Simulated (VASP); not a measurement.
# CaGaC4N4 (P4/mmm) in VASP: notebook

Runs on CaGaC4N4. Level: PBE. Tasks: single point.

Program: VASP 6.6.1. These are calculated values, not measurements. Logs are shortened: lines on timing, memory, paths and dates and some standing lists are left out, and cuts for length are marked.

**1. The cell of the first run**

Symmetry: P4/mmm, No. 123, tetragonal system. Conventional cell: a = 7.440 Å, b = 7.440 Å, c = 4.102 Å, α = 90.00°, β = 90.00°, γ = 90.00°. Ca (site symmetry 4/mmm) has 4 C at 2.11 Å within 2.8 Å. Ga (site symmetry 4/mmm) has 4 N at 1.99 Å within 2.6 Å. Within 1.6 Å of C (site symmetry m2m) lie 1 N at 1.17 Å. N (site symmetry m2m) has 1 C at 1.17 Å within 1.6 Å.

**2. Single point, PBE**

INCAR

```
SYSTEM = CaGaC4N4
PREC = Accurate
ENCUT = 520
EDIFF = 1E-6
ISMEAR = 0
SIGMA = 0.1
LREAL = .FALSE.
LASPH = .TRUE.
NELM = 60
ALGO = Normal
ISIF = 2
LWAVE = .FALSE.
LCHARG = .FALSE.
GGA = PE
NBANDS = 40
```

KPOINTS

```
Automatic mesh
0
G
  4 4 4
  0 0 0
```

POSCAR

```
CaGaC4N4
1.0
    7.4401775500      0.0000000000      0.0000000000
    0.0000000000      7.4401775500      0.0000000000
    0.0000000000      0.0000000000      4.1016666500
Ca Ga C N
1 1 4 4
Direct
    0.0000000000      0.0000000000      0.0000000000
    0.5000000000      0.5000000000      0.0000000000
    0.2001520600      0.7998479400      0.0000000000
    0.7998479400      0.2001520600      0.0000000000
    0.2001520600      0.2001520600      0.0000000000
    0.7998479400      0.7998479400      0.0000000000
    0.3113476500      0.6886523500      0.0000000000
    0.6886523500      0.3113476500      0.0000000000
    0.3113476500      0.3113476500      0.0000000000
    0.6886523500      0.6886523500      0.0000000000
```

Potentials or basis: VASP PAW PBE potentials, release 64 (Ca_sv, Ga_d, C, N).

The run is started by

```bash
$ cat potpaw_PBE.64/Ca_sv/POTCAR potpaw_PBE.64/Ga_d/POTCAR potpaw_PBE.64/C/POTCAR potpaw_PBE.64/N/POTCAR > POTCAR
$ mpirun -np 1 vasp_std > vasp.out
```

OUTCAR:

```text
SYSTEM = CaGaC4N4
   PREC = Accurate
   ENCUT = 520
   EDIFF = 1E-6
   ISMEAR = 0
   LREAL = .FALSE.
   LASPH = .TRUE.
   NELM = 60
   ISIF = 2
   GGA = PE

 ion  position               nearest neighbor table
   1  0.000  0.000  0.000-   3 2.11   4 2.11   5 2.11   6 2.11
   2  0.500  0.500  0.000-   7 1.99   8 1.99   9 1.99  10 1.99
   3  0.200  0.800  0.000-   7 1.17   1 2.11
   4  0.800  0.200  0.000-   8 1.17   1 2.11
   5  0.200  0.200  0.000-   9 1.17   1 2.11
   6  0.800  0.800  0.000-  10 1.17   1 2.11
   7  0.311  0.689  0.000-   3 1.17   2 1.99
   8  0.689  0.311  0.000-   4 1.17   2 1.99
   9  0.311  0.311  0.000-   5 1.17   2 1.99
  10  0.689  0.689  0.000-   6 1.17   2 1.99

  LATTYP: Found a simple tetragonal cell.
 ALAT       =     7.4401775500
 C/A-ratio  =     0.5512861249

  Lattice vectors:

 A1 = (   7.4401775500,   0.0000000000,   0.0000000000)
 A2 = (   0.0000000000,   7.4401775500,   0.0000000000)
 A3 = (   0.0000000000,   0.0000000000,   4.1016666500)

Analysis of symmetry for initial positions (statically):
=====================================================================
 Subroutine PRICEL returns:
 Original cell was already a primitive cell.

 Routine SETGRP: Setting up the symmetry group for a
 simple tetragonal supercell.

 Subroutine GETGRP returns: Found 16 space group operations
 (whereof 16 operations were pure point group operations)
 out of a pool of 16 trial point group operations.

The static configuration has the point symmetry D_4h.

Analysis of symmetry for dynamics (positions and initial velocities):
=====================================================================
 Subroutine PRICEL returns:
 Original cell was already a primitive cell.

 Routine SETGRP: Setting up the symmetry group for a
 simple tetragonal supercell.

 Subroutine GETGRP returns: Found 16 space group operations
 (whereof 16 operations were pure point group operations)
 out of a pool of 16 trial point group operations.

The dynamic configuration has the point symmetry D_4h.

 Subroutine INISYM returns: Found 16 space group operations
 (whereof 16 operations are pure point group operations),
 and found     1 'primitive' translations

----------------------------------------------------------------------------------------

                                     Primitive cell

  volume of cell :     227.0529

[... 105 lines left out ...]
   POTIM  = 0.5000    time-step for ionic-motion
   TEBEG  =    0.0;   TEEND  =   0.0 temperature during run
   PSTRESS=    0.0 pullay stress
   NELECT =      59.0000    total number of electrons
   NUPDOWN=      -1.0000    fix difference up-down
   EMIN   =  10.00;   EMAX   =-10.00  energy-range for DOS
   EFERMI =   0.00;   METHOD = LEGACY
   ISMEAR =     0;   SIGMA  =   0.10  broadening in eV -4-tet -1-fermi 0-gaus
   EFERMI_NEDOS =   21; number of points for ismear=-14 and -15
   IALGO  =     38    algorithm
   IMIX   =      4    mixing-type and parameters
     AMIX     =   0.40;   BMIX     =  1.00
     AMIX_MAG =   1.60;   BMIX_MAG =  1.00
  volume/ion in A,a.u.               =      22.71       153.22
  Fermi-wavevector in a.u.,A,eV,Ry     =   1.044680  1.974158 14.848797  1.091356
  Thomas-Fermi vector in A             =   2.179443
   LORBIT       =      0    0 simple, 1 ext, 2 COOP (PROOUT), +10 PAW based schemes
   GGA     = PE    functional components
   LHFCALC =     F    Hartree Fock is set to
   AEXX    =    0.0000 exact exchange contribution
   IVDW    =     0    specifies the selected vdW correction
   LEPSILON=     F    determine dielectric tensor
   LRPA    =     F    only Hartree local field effects (RPA)
 non-spin polarized calculation
 Gauss-broadening in eV      SIGMA  =   0.10
  energy-cutoff  :      520.00
  volume of cell :      227.05
 maximum number of plane-waves:      6135
 NGX is ok and might be reduce to    56
   NGX = 27   NGY = 27   NGZ = 15

 number of electron      59.0000000 magnetization

 Free energy of the ion-electron system (eV)
  ---------------------------------------------------
  ext. energy  EPLUGINS =         0.00000000
  ---------------------------------------------------
  free energy    TOTEN  =       -68.66386832 eV

  energy without entropy =      -68.64684069  energy(sigma->0) =      -68.65535450

 E-fermi :   0.4987     XC(G=0):  -6.7738

 val. band max:        0.4329668963   @ k =   0.5000   0.0000   0.2500
 cond. band min:       0.5083214176   @ k =   0.2500   0.2500   0.2500
 fundamental gap:      0.0753545213
 Fermi energy:         0.4986890151

 k-point     1 :       0.0000    0.0000    0.0000
  band No.  band energies     occupation
      1     -39.3210      2.00000
      2     -20.7241      2.00000
      3     -20.7241      2.00000
      4     -20.6398      2.00000
      5     -18.9560      2.00000
      6     -18.6987      2.00000
[... 763 lines left out ...]
     39       4.8421      0.00000
     40       5.8178      0.00000

------------------------ aborting loop because EDIFF is reached ----------------------------------------

  FORCE on cell =-STRESS in cart. coord.  units (eV):
  Direction    XX          YY          ZZ          XY          YZ          ZX
  --------------------------------------------------------------------------------------
  -------------------------------------------------------------------------------------
  Total       19.2135761     19.2135761     -0.9840001      0.0000000      0.0000000      0.0000000
  in kB      135.5788131    135.5788131     -6.9435052      0.0000000      0.0000000      0.0000000
  external PRESSURE =      88.0713736 kB  Pullay stress =       0.0000000 kB

 VOLUME and BASIS-vectors are now :
 -----------------------------------------------------------------------------
  energy-cutoff  :      520.00
  volume of cell :      227.05
      direct lattice vectors                 reciprocal lattice vectors
     7.440177550  0.000000000  0.000000000     0.134405395  0.000000000  0.000000000
     0.000000000  7.440177550  0.000000000     0.000000000  0.134405395  0.000000000
     0.000000000  0.000000000  4.101666650     0.000000000  0.000000000  0.243803333

 POSITION                                       TOTAL-FORCE (eV/Angst)
 -----------------------------------------------------------------------------------
      0.00000      0.00000      0.00000        -0.000000     -0.000000     -0.000000
      3.72009      3.72009      0.00000        -0.000000     -0.000000     -0.000000
      1.48917      5.95101      0.00000         2.545027     -2.545027     -0.000000
      5.95101      1.48917      0.00000        -2.545027      2.545027      0.000000
      1.48917      1.48917      0.00000         2.545027      2.545027     -0.000000
      5.95101      5.95101      0.00000        -2.545027     -2.545027     -0.000000
      2.31648      5.12370      0.00000         0.966354     -0.966354     -0.000000
      5.12370      2.31648      0.00000        -0.966354      0.966354      0.000000
      2.31648      2.31648      0.00000         0.966354      0.966354     -0.000000
      5.12370      5.12370      0.00000        -0.966354     -0.966354     -0.000000
 -----------------------------------------------------------------------------------
    total drift:                                0.000000      0.000000      0.000000

  FREE ENERGIE OF THE ION-ELECTRON SYSTEM (eV)
  ---------------------------------------------------
  free  energy   TOTEN  =       -68.6638683154 eV

  energy  without entropy=      -68.6468406911  energy(sigma->0) =      -68.65535450
```

Wall time 1.8 min (1 thread of Intel Xeon 6975P-C (Granite Rapids), shared host); peak memory 0.4 GiB.

What came out:

```yaml
Free_energy: -68.6639 eV
Pressure: 8.8 GPa
Largest_force: 3.599 eV/Å
Band_gap_on_the_k_mesh: zero (an odd number of electrons rules out a gap without spin polarisation)
```

Forces on the atoms (eV/Å):
```
Ca   0.000  0.000  0.000
Ga   0.000  0.000  0.000
C    2.545 -2.545  0.000
C   -2.545  2.545  0.000
C    2.545  2.545  0.000
C   -2.545 -2.545  0.000
N    0.966 -0.966  0.000
N   -0.966  0.966  0.000
N    0.966  0.966  0.000
N   -0.966 -0.966  0.000
```

Stress tensor (GPa, compression positive):
```
13.56  0.00  0.00
 0.00 13.56  0.00
 0.00  0.00 -0.69
```

Caveat: the k points lie up to 0.38 Å⁻¹ apart, too coarse for converged energies and pressures of a metal; forces of over 1 eV/Å act on the atoms, so gaps and moduli don't describe the material at rest.

**3. Single point, PBE**

This run uses another cell than the first one, of 24.58 Å³/atom.

INCAR

```
PREC = Accurate ; ENCUT = 520
EDIFF = 1E-6 ; ISMEAR = 0
SIGMA = 0.1 ; LREAL = False
LASPH = True ; NELM = 60
ALGO = Normal ; ISIF = 2
LWAVE = False ; LCHARG = False
GGA = PE ; NBANDS = 40
```

KPOINTS

```
Automatic mesh
0
Gamma
  4 4 4
```

POSCAR

```
CaGaC4N4
1.0
    7.9402283278      0.0000000000      0.0000000000
    0.0000000000      7.9402283278      0.0000000000
    0.0000000000      0.0000000000      3.8985973204
Ca Ga C N
1 1 4 4
Direct
    0.0000000000      0.0000000000      0.0000000000
    0.5000000000      0.5000000000      0.0000000000
    0.2220209949      0.7779790051      0.0000000000
    0.7779790051      0.2220209949      0.0000000000
    0.2220209949      0.2220209949      0.0000000000
    0.7779790051      0.7779790051      0.0000000000
    0.3263836829      0.6736163171      0.0000000000
    0.6736163171      0.3263836829      0.0000000000
    0.3263836829      0.3263836829      0.0000000000
    0.6736163171      0.6736163171      0.0000000000
```

Potentials or basis: VASP PAW PBE potentials, release 64 (Ca_sv, Ga_d, C, N).

The run is started by

```bash
$ cat potpaw_PBE.64/Ca_sv/POTCAR potpaw_PBE.64/Ga_d/POTCAR potpaw_PBE.64/C/POTCAR potpaw_PBE.64/N/POTCAR > POTCAR
$ mpirun -np 1 vasp_std > vasp.out
```

Wall time 1.8 min (1 thread of Intel Xeon 6975P-C (Granite Rapids), shared host); peak memory 0.42 GiB.

The run converged. Its results:

* Free energy: -71.5340 eV
* Pressure: 0.4 GPa
* Largest force: 0.357 eV/Å
* Band gap on the k mesh: zero (an odd number of electrons rules out a gap without spin polarisation)

Forces on the atoms (eV/Å):
```
Ca   0.000  0.000  0.000
Ga   0.000  0.000  0.000
C   -0.240  0.240  0.000
C    0.240 -0.240  0.000
C   -0.240 -0.240  0.000
C    0.240  0.240  0.000
N    0.252 -0.252  0.000
N   -0.252  0.252  0.000
N    0.252  0.252  0.000
N   -0.252 -0.252  0.000
```

Stress tensor (GPa, compression positive):
```
 0.60  0.00  0.00
 0.00  0.60  0.00
 0.00  0.00 -0.06
```

Levels at points of the mesh, in eV from the Fermi level:
```csv
k point,band 28,band 29,band 30,band 31,band 32,band 33
"(0.00, 0.00, 0.00)",-4.63,-4.43,0.29,0.65,1.16,1.65
"(0.50, 0.00, 0.00)",-4.78,-4.23,0.32,1.04,1.20,1.42
"(0.50, 0.50, 0.00)",-4.54,-4.54,0.33,1.16,1.42,1.89
"(0.00, 0.00, 0.50)",-4.59,-4.28,-0.80,0.79,0.79,0.98
"(0.50, 0.00, 0.50)",-4.66,-4.03,-0.70,0.66,0.95,1.35
"(0.50, 0.50, 0.50)",-4.36,-4.36,-0.36,0.80,0.80,0.84
```

Caveat: the k points lie up to 0.40 Å⁻¹ apart, too coarse for converged energies and pressures of a metal.

The gap in the log of VASP goes by the Fermi energy; the results here count the filled bands.